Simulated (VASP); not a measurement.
Wanted: the native input for a VASP 6.6.1 run.

```
Task                   : single point
Functional             : LDA
Potentials or basis    : VASP PAW LDA potentials, release 64 (Pt)
Cutoff                 : 520 eV
k mesh                 : 12 × 12 × 12
Occupations            : fermi-dirac, width 0.05 eV
Spin                   : no spin polarisation
Dipole correction      : no
Further INCAR settings : ALGO = Normal; EDIFF = 1e-06; NBANDS = 11
```

The structure of Pt lies in POSCAR:

```
Pt
1.0
    0.0000000000      1.9343981026      1.9343981026
    1.9343981026      0.0000000000      1.9343981026
    1.9343981026      1.9343981026      0.0000000000
Pt
1
Direct
    0.0000000000      0.0000000000      0.0000000000
```

This cell differs from its parent crystal: volume scaled by 0.96.

One way to write it, as run:

INCAR

```
SYSTEM = Pt
PREC = Accurate
ENCUT = 520
EDIFF = 1E-6
ISMEAR = -1
SIGMA = 0.05
LREAL = .False.
LASPH = .True.
NELM = 80
ALGO = Normal
ISIF = 2
LWAVE = .False.
LCHARG = .False.
NBANDS = 11
```

KPOINTS

```
Automatic mesh
0
Gamma
  12 12 12
  0 0 0
```

Potentials or basis: VASP PAW LDA potentials, release 64 (Pt).

Run with:

```bash
$ cat potpaw_LDA.64/Pt/POTCAR > POTCAR
$ mpirun -np 1 vasp_std > vasp.out
```

Results of the run:

The pressure is 7.3 GPa and the band gap on the k mesh is zero (band 5 reaches 12.51 eV, above the bottom of band 6 at 10.11 eV).

Caveat: spin-orbit coupling is left out, which moves the levels of the heavy elements.

Run time: 7.4 s on 1 thread of Intel(R) Xeon(R) Platinum 8259CL CPU @ 2.50GHz (Skylake/Cascade Lake) (shared host), peak memory 0.12 GiB.
